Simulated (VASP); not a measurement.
Ir: electric field gradients with PBE

Crystal: Ir.

```
CELL_PARAMETERS angstrom
0.00000 1.88051 1.88051
1.88051 0.00000 1.88051
1.88051 1.88051 0.00000
ATOMIC_POSITIONS crystal
Ir 0.00000 0.00000 0.00000
```

This cell differs from its parent crystal: volume scaled by 0.94.

```yaml
Program: VASP 6.6.1
Task: electric field gradients
Functional: PBE
Potentials_or_basis: VASP PAW PBE potentials, release 64 (Ir)
Cutoff: 520 eV
k_mesh: 15 × 15 × 15
Occupations: fermi-dirac, width 0.05 eV
Spin: no spin polarisation
Dipole_correction: no
Further_INCAR_settings: ALGO = Normal; EDIFF = 1e-08; NBANDS = 10
```

```json
{
  "Pressure": "38.2 GPa"
}
```

Levels at points of the mesh, in eV from the Fermi level:
```
           k point  band 2  band 3  band 4  band 5  band 6  band 7
(0.00, 0.00, 0.00)   -4.34   -4.34   -4.34   -1.37   -1.37   14.11
```

It took 11 s on 1 thread of AMD EPYC 9R14 (Zen 4), with other jobs on the host, peak memory 0.11 GiB.

Caveat: without QUAD_EFG the Cq values of the log hold for a quadrupole moment of 1 mb, not for the nuclei; spin-orbit coupling is left out, which moves the levels of the heavy elements.
